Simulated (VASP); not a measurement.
Write the native input for VASP 6.6.1 that does the following.

```yaml
Task: single point
Functional: PBEsol
Potentials_or_basis: VASP PAW PBE potentials, release 64 (V_sv)
Cutoff: 520 eV
k_mesh: 12 × 12 × 12
Occupations: fermi-dirac, width 0.15 eV
Spin: collinear spin, ferromagnetic start
Starting_moments: "[2.0] μB"
Hubbard_terms: V d U = 4.5 eV
Dipole_correction: no
Further_INCAR_settings: ALGO = Normal; EDIFF = 1e-06; NBANDS = 16
```

The structure of V lies in POSCAR:

```
V
1.0
   -1.5143500000      1.5143500000      1.5143500000
    1.5143500000     -1.5143500000      1.5143500000
    1.5143500000      1.5143500000     -1.5143500000
V
1
Direct
    0.0000000000      0.0000000000      0.0000000000
```

These files were run (other wordings do the same):

INCAR

```
PREC = Accurate ; ENCUT = 520
EDIFF = 1E-6 ; ISMEAR = -1
SIGMA = 0.15 ; LREAL = F
LASPH = T ; NELM = 150
ALGO = Normal ; ISIF = 2
LWAVE = F ; LCHARG = F
ISPIN = 2 ; MAGMOM = 2
LORBIT = 11 ; LMAXMIX = 4
LDAU = T ; LDAUTYPE = 2
LDAUL = 2 ; LDAUU = 4.5
LDAUJ = 0 ; LDAUPRINT = 1
GGA = PS ; NBANDS = 16
```

KPOINTS

```
regular mesh
0
Gamma
  12 12 12
```

Potentials or basis: VASP PAW PBE potentials, release 64 (V_sv).

Run with:

```bash
$ cat potpaw_PBE.64/V_sv/POTCAR > POTCAR
$ mpirun -np 1 vasp_std > vasp.out
```

It gave:

```json
{"Pressure": "10.4 GPa", "Net moment": "1.11 μB per cell", "Site moments": "V +1.01 μB", "Valence electrons inside the program's atomic spheres": "V 11.54"}
```

Caveat: the cell stands under pressure; the PAW data sets were made with another functional, which shifts forces and pressure a little; the U is typed as a test and isn't derived for this compound.

Wall time 20 s on 1 thread of Intel(R) Xeon(R) Platinum 8559C (Emerald Rapids), on a shared host, peak memory 0.14 GiB.
